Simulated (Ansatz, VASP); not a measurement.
## Sb in VASP and in Ansatz

Contents of POSCAR:

```
Sb
1.0
    2.1706020527      1.2531976795      3.8710910875
   -2.1706020527      1.2531976795      3.8710910875
    0.0000000000     -2.5063953589      3.8710910875
Sb
2
Direct
    0.2313018333      0.2313018333      0.2313018333
    0.7686981667      0.7686981667      0.7686981667
```

INCAR.step1

```
ALGO = Normal
EDIFF = 1E-4
ENCUT = 520
GGA = PE
ISMEAR = 0
LASPH = T
LCHARG = F
LREAL = F
LWAVE = T
NBANDS = 12
NELM = 60
PREC = Accurate
SIGMA = 0.1
```

INCAR.step2

```
ALGO = Normal
EDIFF = 1E-6
ENCUT = 520
ISIF = 2
ISMEAR = 0
ISTART = 1
LASPH = T
LCHARG = F
LMIXTAU = T
LREAL = F
LWAVE = F
METAGGA = R2SCAN
NBANDS = 12
NELM = 60
PREC = Accurate
SIGMA = 0.1
```

The input KPOINTS:

```
k-points
0
Gamma
  9 9 9
```

Input for Ansatz:

```yaml
crystal:
  lattice:
    - [2.1706020527, 1.2531976795, 3.8710910875]
    - [-2.1706020527, 1.2531976795, 3.8710910875]
    - [0.0, -2.5063953589, 3.8710910875]
  atoms:
    - { symbol: Sb, position: [0.2313018333, 0.2313018333, 0.2313018333] }
    - { symbol: Sb, position: [0.7686981667, 0.7686981667, 0.7686981667] }
hamiltonian:
  xc: r2scan
  pseudopotentials:
    kind: paw
    azcp:
      Sb: "pseudopotentials/Sb.paw.azcp"
basis:
  ecutwfc: 500
  fft_grid_basis: typed
kpoints:
  mp_grid: { grid: [9, 9, 9], shift: [0, 0, 0] }
magnetization:
  spin_polarized: false
scf:
  occupations: { method: gaussian, width: 0.1 }
  lower_state_search: "off"
output:
  stress: true
```

Alike in both runs: task single point; functional r2SCAN; k mesh 9 × 9 × 9; occupations gaussian, width 0.1 eV; no spin polarisation.

|  | VASP | Ansatz |
| --- | --- | --- |
| version | VASP 6.6.1 | Ansatz 0.2.0 |
| potentials or method | VASP PAW PBE potentials, release 64 (Sb), cutoff 520 eV | plane waves (500 eV) with PAW, scalar-relativistic |
| valence electrons in the cell | 10 | 30 |

Ansatz gave:

```
pressure (GPa)                                                : 0.0
traceless stress, the component that is largest in VASP (GPa) : -0.04
```

**Question.** Which values does VASP return?

**Answer.** Pressure (GPa): 0.1; traceless stress, the component that is largest in VASP (GPa): -0.08.

VASP's potentials were made for PBE, not for r2SCAN. VASP's potentials hold 10 valence electrons a cell and Ansatz's 30, so a difference there can come from the potentials and not from the codes.

Spin-orbit coupling is off throughout.
